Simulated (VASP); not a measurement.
# CdSe (F-43m) in VASP: a series of runs

CdSe is run at these levels: LDA; tasks: single point.

All numbers are computed with VASP 6.6.1; they aren't measurements. Logs are shortened: lines on timing, memory, paths and dates and some standing lists are left out, and cuts for length are marked.

### 1 The cell of the first run

The structure is cubic, space group F-43m (No. 216). Conventional cell: a = 6.290 Å, b = 6.290 Å, c = 6.290 Å, α = 90.00°, β = 90.00°, γ = 90.00°. Cd (site symmetry -43m) has 4 Se at 2.72 Å within 3.6 Å. Within 3.6 Å of Se (site symmetry -43m) lie 4 Cd at 2.72 Å.

### 2 Single point, LDA

Contents of INCAR:

```
SYSTEM = CdSe
PREC = Accurate
ENCUT = 500
EDIFF = 1E-6
ISMEAR = 0
SIGMA = 0.01
LREAL = .FALSE.
LASPH = .TRUE.
NELM = 120
ALGO = Normal
ISIF = 2
LWAVE = .FALSE.
LCHARG = .FALSE.
GGA = CA
NBANDS = 16
GGA_COMPAT = .FALSE.
```

Contents of KPOINTS:

```
regular mesh
0
G
  5 5 5
  0 0 0
```

Contents of POSCAR:

```
CdSe
1.0
    0.0000000000      3.1451850206      3.1451850206
    3.1451850206      0.0000000000      3.1451850206
    3.1451850206      3.1451850206      0.0000000000
Cd Se
1 1
Direct
    0.0000000000      0.0000000000      0.0000000000
    0.7500000000      0.7500000000      0.7500000000
```

Potentials or basis: VASP PAW LDA potentials, release 64 (Cd, Se).

Command:

```
cat potpaw_LDA.64/Cd/POTCAR potpaw_LDA.64/Se/POTCAR > POTCAR
mpirun -np 1 vasp_std > vasp.out
```

OUTCAR:

```text
SYSTEM = CdSe
   PREC = Accurate
   ENCUT = 500
   EDIFF = 1E-6
   ISMEAR = 0
   LREAL = .FALSE.
   LASPH = .TRUE.
   NELM = 120
   ISIF = 2
   GGA = CA

 ion  position               nearest neighbor table
   1  0.000  0.000  0.000-   2 2.72   2 2.72   2 2.72   2 2.72
   2  0.750  0.750  0.750-   1 2.72   1 2.72   1 2.72   1 2.72

  LATTYP: Found a face centered cubic cell.
 ALAT       =     6.2903700412

  Lattice vectors:

 A1 = (   0.0000000000,   3.1451850206,   3.1451850206)
 A2 = (   3.1451850206,   0.0000000000,   3.1451850206)
 A3 = (   3.1451850206,   3.1451850206,   0.0000000000)

Analysis of symmetry for initial positions (statically):
=====================================================================
 Subroutine PRICEL returns:
 Original cell was already a primitive cell.

 Routine SETGRP: Setting up the symmetry group for a
 face centered cubic supercell.

 Subroutine GETGRP returns: Found 24 space group operations
 (whereof 24 operations were pure point group operations)
 out of a pool of 48 trial point group operations.

The static configuration has the point symmetry T_d .

Analysis of symmetry for dynamics (positions and initial velocities):
=====================================================================
 Subroutine PRICEL returns:
 Original cell was already a primitive cell.

 Routine SETGRP: Setting up the symmetry group for a
 face centered cubic supercell.

 Subroutine GETGRP returns: Found 24 space group operations
 (whereof 24 operations were pure point group operations)
 out of a pool of 48 trial point group operations.

The dynamic configuration has the point symmetry T_d .

 Subroutine INISYM returns: Found 24 space group operations
 (whereof 24 operations are pure point group operations),
 and found     1 'primitive' translations

----------------------------------------------------------------------------------------

                                     Primitive cell

  volume of cell :      62.2255

  direct lattice vectors                    reciprocal lattice vectors
     0.000000000  3.145185021  3.145185021    -0.158973160  0.158973160  0.158973160
     3.145185021  0.000000000  3.145185021     0.158973160 -0.158973160  0.158973160
     3.145185021  3.145185021  0.000000000     0.158973160  0.158973160 -0.158973160

  length of vectors
     4.447963312  4.447963312  4.447963312     0.275349589  0.275349589  0.275349589

  position of ions in fractional coordinates (direct lattice)
     0.000000000  0.000000000  0.000000000
     0.750000000  0.750000000  0.750000000

  ion indices of the primitive-cell ions
   primitive index   ion index
                 1           1
                 2           2

----------------------------------------------------------------------------------------

 KPOINTS: regular mesh

Automatic generation of k-mesh.
 Grid dimensions read from file:
 generate k-points for:    5    5    5

 Generating k-lattice:

  Cartesian coordinates                     Fractional coordinates (reciprocal lattice)
    -0.031794632  0.031794632  0.031794632     0.200000000  0.000000000  0.000000000
     0.031794632 -0.031794632  0.031794632     0.000000000  0.200000000  0.000000000
     0.031794632  0.031794632 -0.031794632     0.000000000  0.000000000  0.200000000

  Length of vectors
     0.055069918  0.055069918  0.055069918

  Shift w.r.t. Gamma in fractional coordinates (k-lattice)
     0.000000000  0.000000000  0.000000000

 Subroutine IBZKPT returns following result:
 ===========================================

 Found     10 irreducible k-points:

 Following reciprocal coordinates:
            Coordinates               Weight
  0.000000  0.000000  0.000000      1.000000
  0.200000  0.000000  0.000000      8.000000
  0.400000  0.000000  0.000000      8.000000
  0.200000  0.200000  0.000000      6.000000
  0.400000  0.200000  0.000000     24.000000
 -0.400000  0.200000  0.000000     24.000000
 -0.200000  0.200000  0.000000     12.000000
  0.400000  0.400000  0.000000      6.000000
 -0.400000  0.400000  0.000000     12.000000
 -0.400000  0.400000  0.200000     24.000000
   k-points           NKPTS =     10   k-points in BZ     NKDIM =     10   number of bands    NBANDS=     16
   number of dos      NEDOS =    301   number of ions     NIONS =      2
   total plane-waves  NPLWV =  32768
   dimension x,y,z NGX =    32 NGY =   32 NGZ =   32
   dimension x,y,z NGXF=    64 NGYF=   64 NGZF=   64
   ions per type =               1   1
   NGX,Y,Z   is equivalent  to a cutoff of  11.96, 11.96, 11.96 a.u.
   NGXF,Y,Z  is equivalent  to a cutoff of  23.92, 23.92, 23.92 a.u.
 SYSTEM =  CdSe
   PREC   = accura    normal or accurate (medium, high low for compatibility)
   ISTART =      0    job   : 0-new  1-cont  2-samecut
   ICHARG =      2    charge: 1-file 2-atom 10-const
   ISPIN  =      1    spin polarized calculation?
   LNONCOLLINEAR =      F non collinear calculations
   LSORBIT =      F    spin-orbit coupling
   LASPH  =      T    aspherical Exc in radial PAW
   ENCUT  =  500.0 eV  36.75 Ry    6.06 a.u.   8.11  8.11  8.11*2*pi/ulx,y,z
   NELM   =    120;   NELMIN=  2; NELMDL= -5     # of ELM steps
   EDIFF  = 0.1E-05   stopping-criterion for ELM
   LREAL  =      F    real-space projection
   EDIFFG = 0.1E-04   stopping-criterion for IOM
   NSW    =      0    number of steps for IOM
   IBRION =     -1    ionic relax: 0-MD 1-quasi-New 2-CG
   NFREE  =      0    steps in history (QN), initial steepest desc. (CG)
   ISIF   =      2    stress and relaxation
   ISYM   =      2    0-nonsym 1-usesym 2-fastsym
   POTIM  = 0.5000    time-step for ionic-motion
   TEBEG  =    0.0;   TEEND  =   0.0 temperature during run
   PSTRESS=    0.0 pullay stress
   NELECT =      18.0000    total number of electrons
   NUPDOWN=      -1.0000    fix difference up-down
   EMIN   =  10.00;   EMAX   =-10.00  energy-range for DOS
   EFERMI =   0.00;   METHOD = LEGACY
   ISMEAR =     0;   SIGMA  =   0.01  broadening in eV -4-tet -1-fermi 0-gaus
   EFERMI_NEDOS =   21; number of points for ismear=-14 and -15
   IALGO  =     38    algorithm
   IMIX   =      4    mixing-type and parameters
     AMIX     =   0.40;   BMIX     =  1.00
     AMIX_MAG =   1.60;   BMIX_MAG =  1.00
  volume/ion in A,a.u.               =      31.11       209.96
  Fermi-wavevector in a.u.,A,eV,Ry     =   1.082703  2.046013 15.949382  1.172246
  Thomas-Fermi vector in A             =   2.218751
   LORBIT       =      0    0 simple, 1 ext, 2 COOP (PROOUT), +10 PAW based schemes
   GGA     = CA    functional components
   LHFCALC =     F    Hartree Fock is set to
   AEXX    =    0.0000 exact exchange contribution
   IVDW    =     0    specifies the selected vdW correction
   LEPSILON=     F    determine dielectric tensor
   LRPA    =     F    only Hartree local field effects (RPA)
 non-spin polarized calculation
 Gauss-broadening in eV      SIGMA  =   0.01
  energy-cutoff  :      500.00
  volume of cell :       62.23
 maximum number of plane-waves:      1596
   NGX = 17   NGY = 17   NGZ = 17

 number of electron      17.9999992 magnetization

 Free energy of the ion-electron system (eV)
  ---------------------------------------------------
  ext. energy  EPLUGINS =         0.00000000
  ---------------------------------------------------
  free energy    TOTEN  =        -6.60047208 eV

  energy without entropy =       -6.60047208  energy(sigma->0) =       -6.60047208

 E-fermi :   0.0972     XC(G=0):  -8.8507

 val. band max:        0.0522006661   @ k =   0.0000   0.0000   0.0000
 cond. band min:       0.2026528796   @ k =   0.0000   0.0000   0.0000
 fundamental gap:      0.1504522135
 Fermi energy:         0.0972307217

 k-point     1 :       0.0000    0.0000    0.0000
  band No.  band energies     occupation
      1     -12.0779      2.00000
      2      -7.6138      2.00000
      3      -7.6138      2.00000
      4      -7.6138      2.00000
      5      -7.3335      2.00000
      6      -7.3335      2.00000
      7       0.0522      2.00000
      8       0.0522      2.00000
      9       0.0522      2.00000
     10       0.2027      0.00000
     11       5.8148      0.00000
     12       5.8148      0.00000
     13       5.8148      0.00000
     14       9.1209      0.00000
     15      10.8905      0.00000
     16      10.8905      0.00000

 k-point     2 :       0.2000    0.0000    0.0000
  band No.  band energies     occupation
      1     -11.9764      2.00000
      2      -7.5842      2.00000
      3      -7.5842      2.00000
      4      -7.5043      2.00000
      5      -7.3336      2.00000
      6      -7.3336      2.00000
      7      -1.9640      2.00000
      8      -0.1869      2.00000
      9      -0.1869      2.00000
     10       1.7663      0.00000
     11       5.5160      0.00000
     12       6.1841      0.00000
     13       6.1841      0.00000
     14       9.8631      0.00000
     15       9.8631      0.00000
     16       9.9355      0.00000

 k-point     3 :       0.4000    0.0000    0.0000
  band No.  band energies     occupation
      1     -11.8097      2.00000
      2      -7.5472      2.00000
      3      -7.5472      2.00000
      4      -7.3204      2.00000
      5      -7.3204      2.00000
      6      -7.1937      2.00000
      7      -3.6096      2.00000
      8      -0.5247      2.00000
      9      -0.5247      2.00000
     10       2.1111      0.00000
     11       6.3328      0.00000
     12       6.3328      0.00000
     13       6.6060      0.00000
     14       9.4205      0.00000
     15      10.9091      0.00000
     16      10.9091      0.00000

 k-point     4 :       0.2000    0.2000    0.0000
  band No.  band energies     occupation
      1     -11.9430      2.00000
      2      -7.5518      2.00000
      3      -7.5518      2.00000
      4      -7.5171      2.00000
      5      -7.3473      2.00000
      6      -7.3183      2.00000
      7      -1.9804      2.00000
      8      -0.5755      2.00000
      9      -0.5755      2.00000
     10       2.4603      0.00000
     11       4.4996      0.00000
     12       6.8356      0.00000
     13       6.8356      0.00000
     14       8.0595      0.00000
     15      11.2392      0.00000
     16      11.5473      0.00000

 k-point     5 :       0.4000    0.2000    0.0000
  band No.  band energies     occupation
      1     -11.7990      2.00000
      2      -7.5248      2.00000
      3      -7.5048      2.00000
      4      -7.3879      2.00000
      5      -7.3080      2.00000
      6      -7.2209      2.00000
      7      -3.1881      2.00000
      8      -1.1830      2.00000
      9      -0.9303      2.00000
     10       3.1759      0.00000
     11       4.7456      0.00000
     12       6.5720      0.00000
     13       7.3148      0.00000
     14       9.1183      0.00000
     15      11.7363      0.00000
     16      11.7745      0.00000

 k-point     6 :      -0.4000    0.2000    0.0000
  band No.  band energies     occupation
      1     -11.7438      2.00000
      2      -7.5203      2.00000
      3      -7.5042      2.00000
      4      -7.3414      2.00000
      5      -7.3232      2.00000
      6      -7.0598      2.00000
      7      -3.6771      2.00000
      8      -1.6523      2.00000
      9      -0.8128      2.00000
     10       3.2662      0.00000
     11       5.4819      0.00000
     12       6.8701      0.00000
     13       7.0180      0.00000
     14       9.6231      0.00000
     15      10.6640      0.00000
     16      11.6746      0.00000

 k-point     7 :      -0.2000    0.2000    0.0000
  band No.  band energies     occupation
      1     -11.8535      2.00000
      2      -7.5488      2.00000
      3      -7.5379      2.00000
      4      -7.3654      2.00000
      5      -7.3440      2.00000
      6      -7.2823      2.00000
      7      -2.8494      2.00000
      8      -1.2644      2.00000
      9      -0.3601      2.00000
     10       2.8940      0.00000
     11       5.4869      0.00000
     12       6.1179      0.00000
     13       6.5473      0.00000
     14       9.1492      0.00000
     15      10.7353      0.00000
     16      11.7657      0.00000

 k-point     8 :       0.4000    0.4000    0.0000
  band No.  band energies     occupation
      1     -11.7245      2.00000
      2      -7.4518      2.00000
      3      -7.4402      2.00000
      4      -7.4402      2.00000
      5      -7.2937      2.00000
      6      -7.1422      2.00000
      7      -3.4423      2.00000
      8      -1.3916      2.00000
      9      -1.3916      2.00000
     10       3.2656      0.00000
     11       3.5538      0.00000
     12       8.0201      0.00000
     13       8.8882      0.00000
     14       8.8882      0.00000
     15      12.0687      0.00000
     16      13.0316      0.00000

 k-point     9 :      -0.4000    0.4000    0.0000
  band No.  band energies     occupation
      1     -11.6911      2.00000
      2      -7.4795      2.00000
      3      -7.4391      2.00000
      4      -7.3960      2.00000
      5      -7.3044      2.00000
      6      -7.0079      2.00000
      7      -3.6257      2.00000
      8      -1.9974      2.00000
      9      -1.3291      2.00000
     10       3.4746      0.00000
     11       4.4443      0.00000
     12       8.0310      0.00000
     13       8.3700      0.00000
     14       8.5412      0.00000
     15      11.6064      0.00000
     16      12.9792      0.00000

 k-point    10 :      -0.4000    0.4000    0.2000
  band No.  band energies     occupation
      1     -11.7117      2.00000
      2      -7.4865      2.00000
      3      -7.4761      2.00000
      4      -7.3705      2.00000
      5      -7.3180      2.00000
      6      -7.0290      2.00000
      7      -3.5234      2.00000
      8      -1.9239      2.00000
      9      -1.3744      2.00000
     10       4.1754      0.00000
     11       4.8398      0.00000
     12       6.1240      0.00000
     13       8.3374      0.00000
     14       8.9469      0.00000
     15      11.2971      0.00000
     16      13.1512      0.00000

------------------------ aborting loop because EDIFF is reached ----------------------------------------

  FORCE on cell =-STRESS in cart. coord.  units (eV):
  Direction    XX          YY          ZZ          XY          YZ          ZX
  --------------------------------------------------------------------------------------
  -------------------------------------------------------------------------------------
  Total       -2.1323576     -2.1323576     -2.1323576     -0.0000000     -0.0000000     -0.0000000
  in kB      -54.9037523    -54.9037523    -54.9037523     -0.0000000     -0.0000000     -0.0000000
  external PRESSURE =     -54.9037523 kB  Pullay stress =       0.0000000 kB

 VOLUME and BASIS-vectors are now :
 -----------------------------------------------------------------------------
  energy-cutoff  :      500.00
  volume of cell :       62.23
      direct lattice vectors                 reciprocal lattice vectors
     0.000000000  3.145185021  3.145185021    -0.158973160  0.158973160  0.158973160
     3.145185021  0.000000000  3.145185021     0.158973160 -0.158973160  0.158973160
     3.145185021  3.145185021  0.000000000     0.158973160  0.158973160 -0.158973160

 POSITION                                       TOTAL-FORCE (eV/Angst)
 -----------------------------------------------------------------------------------
      0.00000      0.00000      0.00000         0.000000      0.000000      0.000000
      4.71778      4.71778      4.71778        -0.000000     -0.000000     -0.000000
 -----------------------------------------------------------------------------------
    total drift:                                0.000000      0.000000      0.000000

  FREE ENERGIE OF THE ION-ELECTRON SYSTEM (eV)
  ---------------------------------------------------
  free  energy   TOTEN  =        -6.6004720796 eV

  energy  without entropy=       -6.6004720796  energy(sigma->0) =       -6.60047208
```

Run time: 8.3 s. Hardware: 1 thread of Intel Xeon Platinum 8259CL at 2.50GHz (Skylake/Cascade Lake), shared host; peak memory 0.15 GiB.

Results:

| Property | Result |
| --- | --- |
| Free energy | -6.6005 eV |
| Pressure | -5.5 GPa |
| Band gap on the k mesh | 0.15 eV, direct |

Levels at points of the mesh, in eV from the valence-band top:
| k point | band 6 | band 7 | band 8 | band 9 | band 10 | band 11 | band 12 | band 13 |
| --- | --- | --- | --- | --- | --- | --- | --- | --- |
| (0.00, 0.00, 0.00) | -7.39 | 0.00 | 0.00 | 0.00 | 0.15 | 5.76 | 5.76 | 5.76 |

### 3 Single point, LDA

This run uses another cell than the first one, of 31.84 Å³/atom, 1.023 times its volume.

Contents of INCAR:

```
PREC     = Accurate       # precision mode
ENCUT    = 500            # plane-wave cutoff, eV
EDIFF    = 1E-6           # SCF threshold, eV
ISMEAR   = 0              # smearing method
SIGMA    = 0.01           # smearing width, eV
LREAL    = F              # projectors in reciprocal space
LASPH    = T              # aspherical terms in the spheres
NELM     = 120            # most SCF steps
ALGO     = Normal         # electronic algorithm
ISIF     = 2              # what is computed and relaxed
LWAVE    = F              # write WAVECAR
LCHARG   = F              # write CHGCAR
NBANDS   = 16             # bands
GGA_COMPAT= F
```

Contents of KPOINTS:

```
Automatic mesh
0
Gamma
  5 5 5
```

Contents of POSCAR:

```
CdSe
1.0
    0.0000000000      3.1693797024      3.1693797024
    3.1693797024      0.0000000000      3.1693797024
    3.1693797024      3.1693797024      0.0000000000
Cd Se
1 1
Direct
    0.0000000000      0.0000000000      0.0000000000
    0.7500000000      0.7500000000      0.7500000000
```

Potentials or basis: VASP PAW LDA potentials, release 64 (Cd, Se).

Command:

```
cat potpaw_LDA.64/Cd/POTCAR potpaw_LDA.64/Se/POTCAR > POTCAR
mpirun -np 1 vasp_std > vasp.out
```

OUTCAR:

```text
PREC = Accurate
   ENCUT = 500
   EDIFF = 1E-6
   ISMEAR = 0
   LREAL = F
   LASPH = T
   NELM = 120
   ISIF = 2

 ion  position               nearest neighbor table
   1  0.000  0.000  0.000-   2 2.74   2 2.74   2 2.74   2 2.74
   2  0.750  0.750  0.750-   1 2.74   1 2.74   1 2.74   1 2.74

  LATTYP: Found a face centered cubic cell.
 ALAT       =     6.3387594048

  Lattice vectors:

[... 349 lines left out ...]
      6      -7.1753      2.00000
[... 8 lines left out ...]
     15      11.0532      0.00000
     16      12.8565      0.00000

------------------------ aborting loop because EDIFF is reached ----------------------------------------

  FORCE on cell =-STRESS in cart. coord.  units (eV):
  Direction    XX          YY          ZZ          XY          YZ          ZX
  --------------------------------------------------------------------------------------
  -------------------------------------------------------------------------------------
  Total       -2.4347209     -2.4347209     -2.4347209     -0.0000000      0.0000000      0.0000000
  in kB      -61.2642267    -61.2642267    -61.2642267     -0.0000000      0.0000000      0.0000000
  external PRESSURE =     -61.2642267 kB  Pullay stress =       0.0000000 kB

 VOLUME and BASIS-vectors are now :
 -----------------------------------------------------------------------------
  energy-cutoff  :      500.00
  volume of cell :       63.67
      direct lattice vectors                 reciprocal lattice vectors
     0.000000000  3.169379702  3.169379702    -0.157759577  0.157759577  0.157759577
     3.169379702  0.000000000  3.169379702     0.157759577 -0.157759577  0.157759577
     3.169379702  3.169379702  0.000000000     0.157759577  0.157759577 -0.157759577

 POSITION                                       TOTAL-FORCE (eV/Angst)
 -----------------------------------------------------------------------------------
      0.00000      0.00000      0.00000         0.000000     -0.000000     -0.000000
      4.75407      4.75407      4.75407        -0.000000      0.000000      0.000000
 -----------------------------------------------------------------------------------
    total drift:                                0.000000      0.000000      0.000000

  FREE ENERGIE OF THE ION-ELECTRON SYSTEM (eV)
  ---------------------------------------------------
  free  energy   TOTEN  =        -6.5480831877 eV

  energy  without entropy=       -6.5480831877  energy(sigma->0) =       -6.54808319
```

stdout:

```text
POSCAR found type information on POSCAR CdSe
 POSCAR found :  2 types and       2 ions
 scaLAPACK will be used
 LDA part: xc-table for (Slater(with rela. corr.)+CA(PZ))
 , standard interpolation
 POSCAR, INCAR and KPOINTS ok, starting setup
 FFT: planning ... GRIDC
 FFT: planning ... GRID_SOFT
 FFT: planning ... GRID
 WAVECAR not read
 entering main loop
```

It took 11 s on 1 thread of Intel Xeon Platinum 8259CL at 2.50GHz (Skylake/Cascade Lake), shared host; peak memory 0.17 GiB.

Results:

| Property | Result |
| --- | --- |
| Free energy | -6.5481 eV |
| Pressure | -6.1 GPa |
| Band gap on the k mesh | 0.10 eV, direct |
